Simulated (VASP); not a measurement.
# Li2BeS2 in VASP: further runs, part 2 of 2

VASP 6.6.1. The steps go on from the part before.

## Step 3: Single point, PBE

This run uses another cell than the first one, of 14.63 Å³/atom, 0.891 times its volume.

File INCAR:

```
PREC = Accurate
ENCUT = 520
EDIFF = 1E-6
ISMEAR = 0
SIGMA = 0.02
LREAL = F
LASPH = T
NELM = 60
ALGO = Normal
ISIF = 2
LWAVE = F
LCHARG = F
GGA = PE
NBANDS = 18
```

File KPOINTS:

```
Automatic mesh
0
Gamma
  8 8 4
```

File POSCAR:

```
Li2BeS2
1.0
    3.2180087744     -1.8488370030      0.0005546847
    3.2180087744      1.8488370030      0.0005546847
   -0.1108375409      0.0000000000      6.1479447903
Li Be S
2 1 2
Direct
    0.9315654588      0.9315654588      0.5756884285
    0.5906398269      0.5906398269      0.2665343119
    0.2684007297      0.2684007297      0.8277869177
    0.9378115160      0.9378115160      0.9514481250
    0.2625056838      0.2625056838      0.4815912469
```

Potentials or basis: VASP PAW PBE potentials, release 64 (Li_sv, Be, S).

Launch:

```
cat potpaw_PBE.64/Li_sv/POTCAR potpaw_PBE.64/Be/POTCAR potpaw_PBE.64/S/POTCAR > POTCAR
mpirun -np 1 vasp_std > vasp.out
```

OUTCAR:

```text
PREC = Accurate
   ENCUT = 520
   EDIFF = 1E-6
   ISMEAR = 0
   LREAL = F
   LASPH = T
   NELM = 60
   ISIF = 2
   GGA = PE

 ion  position               nearest neighbor table
   1  0.932  0.932  0.576-   5 2.22   5 2.22   5 2.22   4 2.31
   2  0.591  0.591  0.267-   5 2.51   5 2.52   5 2.52
   3  0.268  0.268  0.828-   5 2.13   4 2.27   4 2.27   4 2.27
   4  0.938  0.938  0.951-   3 2.27   3 2.27   3 2.27   1 2.31
   5  0.263  0.263  0.482-   3 2.13   1 2.22   1 2.22   1 2.22   2 2.51   2 2.52   2 2.52

  LATTYP: Found a base centered monoclinic cell.
 ALAT       =     6.4360176444
 B/A-ratio  =     0.5745282580
 C/A-ratio  =     0.9553957369
 COS(beta)  =    -0.0178531188

  Lattice vectors:

 A1 = (   3.2180087744,  -1.8488370030,   0.0005546847)
 A2 = (   3.2180087744,   1.8488370030,   0.0005546847)
 A3 = (  -0.1108375409,   0.0000000000,   6.1479447903)

Analysis of symmetry for initial positions (statically):
=====================================================================
 Subroutine PRICEL returns:
 Original cell was already a primitive cell.

 Routine SETGRP: Setting up the symmetry group for a
 base centered monoclinic supercell.

 Subroutine GETGRP returns: Found  2 space group operations
 (whereof  2 operations were pure point group operations)
 out of a pool of  4 trial point group operations.

The static configuration has the point symmetry C_1h.

Analysis of symmetry for dynamics (positions and initial velocities):
=====================================================================
 Subroutine PRICEL returns:
 Original cell was already a primitive cell.

 Routine SETGRP: Setting up the symmetry group for a
 base centered monoclinic supercell.

 Subroutine GETGRP returns: Found  2 space group operations
 (whereof  2 operations were pure point group operations)
 out of a pool of  4 trial point group operations.

The dynamic configuration has the point symmetry C_1h.

 Subroutine INISYM returns: Found  2 space group operations
 (whereof  2 operations are pure point group operations),
 and found     1 'primitive' translations

----------------------------------------------------------------------------------------

                                     Primitive cell

  volume of cell :      73.1555

  direct lattice vectors                    reciprocal lattice vectors
     3.218008774 -1.848837003  0.000554685     0.155375103 -0.270440282  0.002801163
     3.218008774  1.848837003  0.000554685     0.155375103  0.270440282  0.002801163
    -0.110837541  0.000000000  6.147944790    -0.000028037  0.000000000  0.162655477

  length of vectors
     3.711304224  3.711304224  6.148943820     0.311908986  0.311908986  0.162655479

  position of ions in fractional coordinates (direct lattice)
     0.931565459  0.931565459  0.575688429
     0.590639827  0.590639827  0.266534312
     0.268400730  0.268400730  0.827786918
     0.937811516  0.937811516  0.951448125
     0.262505684  0.262505684  0.481591247

  ion indices of the primitive-cell ions
   primitive index   ion index
                 1           1
                 2           2
                 3           3
                 4           4
                 5           5

----------------------------------------------------------------------------------------

 KPOINTS: Automatic mesh

Automatic generation of k-mesh.
 Grid dimensions read from file:
 generate k-points for:    8    8    4

 Generating k-lattice:

  Cartesian coordinates                     Fractional coordinates (reciprocal lattice)
     0.019421888 -0.033805035  0.000350145     0.125000000  0.000000000 -0.000000000
     0.019421888  0.033805035  0.000350145     0.000000000  0.125000000 -0.000000000
    -0.000007009  0.000000000  0.040663869     0.000000000  0.000000000  0.250000000

  Length of vectors
     0.038988623  0.038988623  0.040663870

  Shift w.r.t. Gamma in fractional coordinates (k-lattice)
     0.000000000  0.000000000  0.000000000

 Subroutine IBZKPT returns following result:
 ===========================================

 Found     78 irreducible k-points:

 Following reciprocal coordinates:
            Coordinates               Weight
  0.000000  0.000000  0.000000      1.000000
  0.125000 -0.000000  0.000000      4.000000
  0.250000 -0.000000  0.000000      4.000000
  0.375000 -0.000000  0.000000      4.000000
  0.500000 -0.000000  0.000000      2.000000
  0.125000  0.125000  0.000000      2.000000
[... 16 lines left out ...]
  0.125000 -0.000000  0.250000      4.000000
  0.250000 -0.000000  0.250000      4.000000
 [... further k-points ...]
   k-points           NKPTS =     78   k-points in BZ     NKDIM =     78   number of bands    NBANDS=     18
   number of dos      NEDOS =    301   number of ions     NIONS =      5
   total plane-waves  NPLWV =  37632
   dimension x,y,z NGX =    28 NGY =   28 NGZ =   48
   dimension x,y,z NGXF=    56 NGYF=   56 NGZF=   96
   ions per type =               2   1   2
   NGX,Y,Z   is equivalent  to a cutoff of  12.54, 12.54, 12.98 a.u.
   NGXF,Y,Z  is equivalent  to a cutoff of  25.08, 25.08, 25.96 a.u.
 SYSTEM =  unknown system
   PREC   = accura    normal or accurate (medium, high low for compatibility)
   ISTART =      0    job   : 0-new  1-cont  2-samecut
   ICHARG =      2    charge: 1-file 2-atom 10-const
   ISPIN  =      1    spin polarized calculation?
   LNONCOLLINEAR =      F non collinear calculations
   LSORBIT =      F    spin-orbit coupling
   LASPH  =      T    aspherical Exc in radial PAW
   ENCUT  =  520.0 eV  38.22 Ry    6.18 a.u.   6.90  6.90 11.43*2*pi/ulx,y,z
   NELM   =     60;   NELMIN=  2; NELMDL= -5     # of ELM steps
   EDIFF  = 0.1E-05   stopping-criterion for ELM
   LREAL  =      F    real-space projection
   EDIFFG = 0.1E-04   stopping-criterion for IOM
   NSW    =      0    number of steps for IOM
   IBRION =     -1    ionic relax: 0-MD 1-quasi-New 2-CG
   NFREE  =      0    steps in history (QN), initial steepest desc. (CG)
   ISIF   =      2    stress and relaxation
   ISYM   =      2    0-nonsym 1-usesym 2-fastsym
   POTIM  = 0.5000    time-step for ionic-motion
   TEBEG  =    0.0;   TEEND  =   0.0 temperature during run
   PSTRESS=    0.0 pullay stress
   NELECT =      20.0000    total number of electrons
   NUPDOWN=      -1.0000    fix difference up-down
   EMIN   =  10.00;   EMAX   =-10.00  energy-range for DOS
   EFERMI =   0.00;   METHOD = LEGACY
   ISMEAR =     0;   SIGMA  =   0.02  broadening in eV -4-tet -1-fermi 0-gaus
   EFERMI_NEDOS =   21; number of points for ismear=-14 and -15
   IALGO  =     38    algorithm
   IMIX   =      4    mixing-type and parameters
     AMIX     =   0.40;   BMIX     =  1.00
     AMIX_MAG =   1.60;   BMIX_MAG =  1.00
  volume/ion in A,a.u.               =      14.63        98.74
  Fermi-wavevector in a.u.,A,eV,Ry     =   1.062517  2.007865 15.360186  1.128942
  Thomas-Fermi vector in A             =   2.197970
   LORBIT       =      0    0 simple, 1 ext, 2 COOP (PROOUT), +10 PAW based schemes
   GGA     = PE    functional components
   LHFCALC =     F    Hartree Fock is set to
   AEXX    =    0.0000 exact exchange contribution
   IVDW    =     0    specifies the selected vdW correction
   LEPSILON=     F    determine dielectric tensor
   LRPA    =     F    only Hartree local field effects (RPA)
 non-spin polarized calculation
 Gauss-broadening in eV      SIGMA  =   0.02
  energy-cutoff  :      520.00
  volume of cell :       73.16
 maximum number of plane-waves:      1989
   NGX = 13   NGY = 13   NGZ = 23

 number of electron      20.0000006 magnetization

 Free energy of the ion-electron system (eV)
  ---------------------------------------------------
  ext. energy  EPLUGINS =         0.00000000
  ---------------------------------------------------
  free energy    TOTEN  =       -21.45073934 eV

  energy without entropy =      -21.45073934  energy(sigma->0) =      -21.45073934

 E-fermi :   3.0179     XC(G=0):  -9.1221

 val. band max:        2.8606396998   @ k =   0.0000   0.0000   0.0000
 cond. band min:       6.2976145461   @ k =   0.5000   0.5000   0.5000
 fundamental gap:      3.4369748464
 Fermi energy:         3.0179422806

 k-point     1 :       0.0000    0.0000    0.0000
  band No.  band energies     occupation
      1     -42.0220      2.00000
      2     -40.8094      2.00000
      3      -9.6369      2.00000
      4      -8.4200      2.00000
      5      -1.5375      2.00000
      6       1.7321      2.00000
[... 481 lines left out ...]
      5      -0.8094      2.00000
      6      -0.1103      2.00000
[... 10 lines left out ...]
     17      11.6470      0.00000
     18      11.7860      0.00000

 [... further k-points ...]
[... 5 lines left out ...]
  --------------------------------------------------------------------------------------
  -------------------------------------------------------------------------------------
  Total       -0.0193240     -0.0068786     -0.0331646      0.0000000      0.0000000      0.0117948
  in kB       -0.4232142     -0.1506491     -0.7263367      0.0000000      0.0000000      0.2583177
  external PRESSURE =      -0.4334000 kB  Pullay stress =       0.0000000 kB

 VOLUME and BASIS-vectors are now :
 -----------------------------------------------------------------------------
  energy-cutoff  :      520.00
  volume of cell :       73.16
      direct lattice vectors                 reciprocal lattice vectors
     3.218008774 -1.848837003  0.000554685     0.155375103 -0.270440282  0.002801163
     3.218008774  1.848837003  0.000554685     0.155375103  0.270440282  0.002801163
    -0.110837541  0.000000000  6.147944790    -0.000028037  0.000000000  0.162655477

 POSITION                                       TOTAL-FORCE (eV/Angst)
 -----------------------------------------------------------------------------------
      5.93176      0.00000      3.54033        -0.002538      0.000000      0.010820
      3.77183      0.00000      1.63929         0.001213      0.000000     -0.002166
      1.63568      0.00000      5.08949        -0.003247      0.000000      0.005002
      5.93032      0.00000      5.85049         0.000965      0.000000      0.005118
      1.63611      0.00000      2.96109         0.003607      0.000000     -0.018772
 -----------------------------------------------------------------------------------
    total drift:                               -0.001142     -0.000000     -0.000774

  FREE ENERGIE OF THE ION-ELECTRON SYSTEM (eV)
  ---------------------------------------------------
  free  energy   TOTEN  =       -21.4507393419 eV

  energy  without entropy=      -21.4507393419  energy(sigma->0) =      -21.45073934
```

OSZICAR:

```text
N       E                     dE             d eps       ncg     rms          rms(c)
DAV:   1     0.912287827243E+02    0.91229E+02   -0.84617E+03  2808   0.106E+03
DAV:   2    -0.104110937098E+02   -0.10164E+03   -0.97730E+02  3538   0.227E+02
DAV:   3    -0.218000912908E+02   -0.11389E+02   -0.11324E+02  5272   0.577E+01
DAV:   4    -0.221498811591E+02   -0.34979E+00   -0.34914E+00  3866   0.121E+01
DAV:   5    -0.221710964684E+02   -0.21215E-01   -0.21210E-01  4460   0.241E+00    0.703E+00
DAV:   6    -0.215662176469E+02    0.60488E+00   -0.68992E-01  3594   0.471E+00    0.468E+00
DAV:   7    -0.214521675820E+02    0.11405E+00   -0.64518E-01  3856   0.493E+00    0.202E+00
DAV:   8    -0.214510289930E+02    0.11386E-02   -0.11255E-01  3764   0.196E+00    0.800E-01
DAV:   9    -0.214506700204E+02    0.35897E-03   -0.69915E-03  4438   0.473E-01    0.315E-01
DAV:  10    -0.214507152040E+02   -0.45184E-04   -0.64744E-04  3618   0.146E-01    0.200E-01
DAV:  11    -0.214507480511E+02   -0.32847E-04   -0.10307E-03  3638   0.201E-01    0.118E-01
DAV:  12    -0.214507385228E+02    0.95283E-05   -0.79486E-05  4660   0.471E-02    0.893E-02
DAV:  13    -0.214507393419E+02   -0.81912E-06   -0.85252E-06  3716   0.158E-02
   1 F= -.21450739E+02 E0= -.21450739E+02  d E =-.102249E-30
```

stdout:

```text
POSCAR found type information on POSCAR LiBeS
 POSCAR found :  3 types and       5 ions
 scaLAPACK will be used
 LDA part: xc-table for (Slater+PW92), standard interpolation
 POSCAR, INCAR and KPOINTS ok, starting setup
 FFT: planning ... GRIDC
 FFT: planning ... GRID_SOFT
 FFT: planning ... GRID
 WAVECAR not read
 entering main loop
```

Run time: 37 s. Hardware: 1 thread of Intel Xeon 6975P-C (Granite Rapids), shared host; peak memory 0.23 GiB.

What came out:

```yaml
Free_energy: -21.4507 eV
Largest_force: 0.019 eV/Å
Band_gap_on_the_k_mesh: 3.44 eV, indirect (least direct gap 3.67 eV)
```

Forces in eV/Å, atoms in the order of the input:
```
Li  -0.003  0.000  0.011
Li   0.001  0.000 -0.002
Be  -0.003  0.000  0.005
S    0.001  0.000  0.005
S    0.004  0.000 -0.019
```

Levels at points of the mesh, in eV from the valence-band top:
```tsv
k point	band 7	band 8	band 9	band 10	band 11	band 12	band 13	band 14
(0.00, 0.00, 0.00)	-1.10	-0.25	0.00	0.00	3.67	5.54	5.59	5.85
(0.50, 0.00, 0.00)	-2.81	-2.33	-1.44	-0.70	3.82	5.09	6.25	6.64
(0.50, 0.50, 0.00)	-2.79	-2.30	-1.55	-0.66	3.84	5.31	6.26	6.59
(0.00, 0.00, 0.50)	-1.04	-1.04	-0.11	-0.06	3.99	5.41	5.41	6.64
(0.50, 0.00, 0.50)	-2.16	-1.88	-1.23	-1.02	3.48	4.61	5.58	7.33
(0.50, 0.50, 0.50)	-2.12	-1.89	-1.16	-0.98	3.44	4.51	5.67	7.33
```

Caveat: the cutoff is under 1.25 times the usual one of these potentials, so pressure, stress and relaxed cells hold a basis-set (Pulay) error. A k mesh can miss the band edges.
